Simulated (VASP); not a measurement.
Set up this calculation in VASP 6.6.1, as the native input.

| Item | Value |
| --- | --- |
| Task | single point |
| Functional | PBE |
| Potentials or basis | VASP PAW PBE potentials, release 64 (Ga_d, As, N) |
| Cutoff | 520 eV |
| k mesh | 4 × 4 × 4 |
| Occupations | gaussian, width 0.1 eV |
| Spin | no spin polarisation |
| Dipole correction | no |
| Further INCAR settings | ALGO = Normal; EDIFF = 1e-06; NBANDS = 46 |

The structure of Ga4As3N lies in POSCAR:

```
Ga4As3N
1.0
    5.1866443108      0.0000000000      0.0000000000
    0.0000000000      5.1866443108      0.0000000000
    0.0000000000      0.0000000000      5.1866443108
Ga As N
4 3 1
Direct
    0.5000000000      0.5000000000      0.5000000000
    0.0000000000      0.5000000000      0.0000000000
    0.5000000000      0.0000000000      0.0000000000
    0.0000000000      0.0000000000      0.5000000000
    0.5000000000      0.0000000000      0.5000000000
    0.0000000000      0.5000000000      0.5000000000
    0.5000000000      0.5000000000      0.0000000000
    0.0000000000      0.0000000000      0.0000000000
```

One way to write it, as run:

INCAR

```
  PREC = Accurate
  ENCUT = 520
  EDIFF = 1E-6
  ISMEAR = 0
  SIGMA = 0.1
  LREAL = F
  LASPH = T
  NELM = 80
  ALGO = Normal
  ISIF = 2
  LWAVE = F
  LCHARG = T
  GGA = PE
  LELF = T
  LVHAR = T
  NBANDS = 46
```

KPOINTS

```
regular mesh
0
Gamma
  4 4 4
```

Potentials or basis: VASP PAW PBE potentials, release 64 (Ga_d, As, N).

Command:

```console
$ cat potpaw_PBE.64/Ga_d/POTCAR potpaw_PBE.64/As/POTCAR potpaw_PBE.64/N/POTCAR > POTCAR
$ mpirun -np 1 vasp_std > vasp.out
```

Results of the run:

The pressure is 0.1 GPa. The band gap on the k mesh is zero (band 36 reaches 5.75 eV, above the bottom of band 37 at 4.91 eV).

Wall time 53 s on 1 thread of Intel(R) Xeon(R) Platinum 8488C (Sapphire Rapids), with other jobs on the host, peak memory 0.26 GiB.
